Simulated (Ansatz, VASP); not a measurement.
One calculation of GaSn4, two programs

The input INCAR:

```
PREC = Accurate
ENCUT = 520
EDIFF = 1E-6
ISMEAR = 0
SIGMA = 0.1
LREAL = F
LASPH = T
NELM = 100
ALGO = Normal
ISIF = 2
LWAVE = F
LCHARG = F
GGA = PE
NBANDS = 42
```

The input KPOINTS:

```
Automatic mesh
0
Gamma
  4 4 4
```

POSCAR

```
GaSn4
1.0
   -3.2067509600      3.2067509600      3.2067509600
    3.2067509600     -3.2067509600      3.2067509600
    3.2067509600      3.2067509600     -3.2067509600
Ga Sn
1 4
Direct
    0.0000000000      0.0000000000      0.0000000000
    0.0000000000      0.0000000000      0.5000000000
    0.5000000000      0.0000000000      0.0000000000
    0.0000000000      0.5000000000      0.0000000000
    0.5000000000      0.5000000000      0.5000000000
```

Input for Ansatz:

```yaml
crystal:
  lattice:
    - [-3.20675096, 3.20675096, 3.20675096]
    - [3.20675096, -3.20675096, 3.20675096]
    - [3.20675096, 3.20675096, -3.20675096]
  atoms:
    - { symbol: Ga, position: [0.0, 0.0, 0.0] }
    - { symbol: Sn, position: [0.0, 0.0, 0.5] }
    - { symbol: Sn, position: [0.5, 0.0, 0.0] }
    - { symbol: Sn, position: [0.0, 0.5, 0.0] }
    - { symbol: Sn, position: [0.5, 0.5, 0.5] }
basis:
  ecutwfc: 420
kpoints:
  mp_grid: { grid: [4, 4, 4] }
hamiltonian:
  xc: pbe
scf:
  occupations: { method: gaussian, width: 0.1 }
  lower_state_search: "off"
output:
  forces: true
  stress: true
  eigenvalues: true
```

Change from the starting cell: species swapped into the Hg4Pt type (Im-3m, No. 229).

Alike in both runs: task single point; functional PBE; k mesh 4 × 4 × 4; occupations gaussian, width 0.1 eV; no spin polarisation.

|  | VASP | Ansatz |
| --- | --- | --- |
| version | VASP 6.6.1 | Ansatz 0.2.0 |
| potentials or method | VASP PAW PBE potentials, release 64 (Ga_d, Sn_d), cutoff 520 eV | scalar-relativistic, plane waves, PAW |
| valence electrons in the cell | 69 | 69 |

|  | VASP | Ansatz | Ansatz less VASP |
| --- | --- | --- | --- |
| gap on the k mesh at the Fermi level (eV) | none | none | - |
| pressure (GPa) | 5.3 | 5.3 | +0.04 |

A gap of «none» marks a metal or a gap that the smearing closes. The functional is the same, so the differences come from potentials, cutoffs and numerics.
